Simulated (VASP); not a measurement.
Write the native input for VASP 6.6.1 that does the following.

```
Task                   : single point
Functional             : r2SCAN
Potentials or basis    : VASP PAW PBE potentials, release 64 (P, Pb_d)
Cutoff                 : 520 eV
k mesh                 : 4 × 4 × 4
Occupations            : gaussian, width 0.1 eV
Spin                   : no spin polarisation
Dipole correction      : no
Further INCAR settings : ALGO = Normal; EDIFF = 1e-06; NBANDS = 42
```

The system is PPb2.

```xyz
6
Lattice="6.3868 0.0000 0.0000 0.0000 6.3868 0.0000 0.0000 0.0000 4.1138" Properties=species:S:1:pos:R:3 pbc="T T T"
P     0.0000    0.0000    0.0000
P     3.1934    3.1934    2.0569
Pb    1.9544    1.9544    0.0000
Pb    1.2390    5.1478    2.0569
Pb    4.4324    4.4324    0.0000
Pb    5.1478    1.2390    2.0569
```

These files were run (other wordings do the same):

POSCAR

```
PPb2
1.0
    6.3868108211      0.0000000000      0.0000000000
    0.0000000000      6.3868108211      0.0000000000
    0.0000000000      0.0000000000      4.1137512450
P Pb
2 4
Direct
    0.0000000000      0.0000000000      0.0000000000
    0.5000000000      0.5000000000      0.5000000000
    0.3060000000      0.3060000000      0.0000000000
    0.1940000000      0.8060000000      0.5000000000
    0.6940000000      0.6940000000      0.0000000000
    0.8060000000      0.1940000000      0.5000000000
```

INCAR.step1

```
SYSTEM = PPb2
PREC     = Accurate       ! precision mode
ENCUT    = 520            ! plane-wave cutoff, eV
ISMEAR   = 0              ! smearing method
SIGMA    = 0.1            ! smearing width, eV
LREAL    = .FALSE.        ! projectors in reciprocal space
LASPH    = .TRUE.         ! aspherical terms in the spheres
NELM     = 100            ! most SCF steps
NBANDS   = 42             ! bands
GGA      = PE             ! functional
ALGO     = Normal         ! electronic algorithm
EDIFF    = 1E-4           ! SCF threshold, eV
LWAVE    = .TRUE.         ! write WAVECAR
LCHARG   = .FALSE.        ! write CHGCAR
```

INCAR.step2

```
SYSTEM = PPb2
PREC     = Accurate       ! precision mode
ENCUT    = 520            ! plane-wave cutoff, eV
EDIFF    = 1E-6           ! SCF threshold, eV
ISMEAR   = 0              ! smearing method
SIGMA    = 0.1            ! smearing width, eV
LREAL    = .FALSE.        ! projectors in reciprocal space
LASPH    = .TRUE.         ! aspherical terms in the spheres
NELM     = 100            ! most SCF steps
ALGO     = Normal         ! electronic algorithm
ISIF     = 2              ! what is computed and relaxed
LWAVE    = .FALSE.        ! write WAVECAR
LCHARG   = .TRUE.         ! write CHGCAR
METAGGA  = R2SCAN         ! meta-GGA
LMIXTAU  = .TRUE.       
LELF     = .TRUE.         ! ELF
LVHAR    = .TRUE.       
NBANDS   = 42             ! bands
ISTART   = 1
```

KPOINTS

```
Automatic mesh
0
G
  4 4 4
  0 0 0
```

Potentials or basis: VASP PAW PBE potentials, release 64 (P, Pb_d).

The run is started by

```console
$ cat potpaw_PBE.64/P/POTCAR potpaw_PBE.64/Pb_d/POTCAR > POTCAR
$ cp INCAR.step1 INCAR
$ mpirun -np 1 vasp_std > vasp.out
$ cp INCAR.step2 INCAR
$ mpirun -np 1 vasp_std > vasp.out
```

It gave:

```
Pressure               : 7.5 GPa
Largest force          : 0.700 eV/Å
Band gap on the k mesh : zero (bands 33 and 34 overlap by 1.58 eV)
```

Caveat: the k points lie up to 0.38 Å⁻¹ apart, too coarse for converged energies and pressures of a metal; the PAW data sets were made with another functional, which shifts forces and pressure a little; spin-orbit coupling is left out, which moves the levels of the heavy elements.

Run time: 3.1 min on 1 thread of Intel(R) Xeon(R) 6975P-C (Granite Rapids), with other jobs on the host, peak memory 0.33 GiB.
